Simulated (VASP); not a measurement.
Input of a VASP 6.6.1 run:

The input INCAR:

```
SYSTEM = Sb
PREC = Accurate ; ENCUT = 520
EDIFF = 1E-6 ; ISMEAR = -1
SIGMA = 0.1 ; LREAL = .FALSE.
LASPH = .TRUE. ; NELM = 60
ALGO = Normal ; ISIF = 2
LWAVE = .FALSE. ; LCHARG = .FALSE.
GGA = RP ; NBANDS = 12
```

KPOINTS

```
regular mesh
0
G
  13 13 13
  0 0 0
```

POSCAR

```
Sb
1.0
    0.0000000000      3.5391707861      3.5391707861
    3.5391707861      0.0000000000      3.5391707861
    3.5391707861      3.5391707861      0.0000000000
Sb
2
Direct
    0.1250000000      0.1250000000      0.1250000000
    0.8750000000      0.8750000000      0.8750000000
```

Potentials or basis: VASP PAW PBE potentials, release 64 (Sb).

Run with:

```console
$ cat potpaw_PBE.64/Sb/POTCAR > POTCAR
$ mpirun -np 1 vasp_std > vasp.out
```

Q: Estimate the pressure.

A: -0.1 GPa.

Q: Predict the band gap on the k mesh.

A: Zero (band 5 reaches 4.13 eV, above the bottom of band 6 at 3.34 eV).

Caveat: the PAW data sets were made with another functional, which shifts forces and pressure a little; spin-orbit coupling is left out, which moves the levels of the heavy elements.
